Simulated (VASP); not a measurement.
Write the native input for VASP 6.6.1 that does the following.

* Task: single point
* Functional: r2SCAN
* Potentials or basis: VASP PAW PBE potentials, release 64 (Ba_sv, Al, Ge_d)
* Cutoff: 520 eV
* k mesh: 12 × 12 × 8
* Occupations: gaussian, width 0.1 eV
* Spin: no spin polarisation
* Dipole correction: no
* Further INCAR settings: ALGO = Normal; EDIFF = 1e-06; NBANDS = 20

The system is BaAlGe.

```xyz
3
Lattice="4.3519 0.0000 0.0000 -2.1759 3.7688 0.0000 0.0000 0.0000 5.2087" Properties=species:S:1:pos:R:3 pbc="T T T"
Ba    0.0000    0.0000    0.0000
Al    2.1759    1.2563    2.6044
Ge    0.0000    2.5126    2.6044
```

One way to write it, as run:

POSCAR

```
BaAlGe
1.0
    4.3518802423      0.0000000000      0.0000000000
   -2.1759401212      3.7688388441      0.0000000000
    0.0000000000      0.0000000000      5.2087179672
Ba Al Ge
1 1 1
Direct
    0.0000000000      0.0000000000      0.0000000000
    0.6666666667      0.3333333333      0.5000000000
    0.3333333333      0.6666666667      0.5000000000
```

INCAR.step1

```
SYSTEM = BaAlGe
PREC = Accurate ; ENCUT = 520
ISMEAR = 0 ; SIGMA = 0.1
LREAL = .FALSE. ; LASPH = .TRUE.
NELM = 100 ; NBANDS = 20
GGA = PE ; ALGO = Normal
EDIFF = 1E-4 ; LWAVE = .TRUE.
LCHARG = .FALSE.
```

INCAR.step2

```
SYSTEM = BaAlGe
PREC = Accurate ; ENCUT = 520
EDIFF = 1E-6 ; ISMEAR = 0
SIGMA = 0.1 ; LREAL = .FALSE.
LASPH = .TRUE. ; NELM = 100
ALGO = Normal ; ISIF = 2
LWAVE = .FALSE. ; LCHARG = .TRUE.
METAGGA = R2SCAN ; LMIXTAU = .TRUE.
LELF = .TRUE. ; LVHAR = .TRUE.
NBANDS = 20 ; ISTART = 1
```

KPOINTS

```
regular mesh
0
G
  12 12 8
  0 0 0
```

Potentials or basis: VASP PAW PBE potentials, release 64 (Ba_sv, Al, Ge_d).

Command:

```console
$ cat potpaw_PBE.64/Ba_sv/POTCAR potpaw_PBE.64/Al/POTCAR potpaw_PBE.64/Ge_d/POTCAR > POTCAR
$ cp INCAR.step1 INCAR
$ mpirun -np 1 vasp_std > vasp.out
$ cp INCAR.step2 INCAR
$ mpirun -np 1 vasp_std > vasp.out
```

Results of the run:

```json
{
 "Pressure": "0.2 GPa"
}
```

Caveat: the PAW data sets were made with another functional, which shifts forces and pressure a little.

It took 5.8 min on 1 thread of Intel(R) Xeon(R) Platinum 8259CL CPU @ 2.50GHz (Skylake/Cascade Lake) (shared host), peak memory 0.34 GiB.
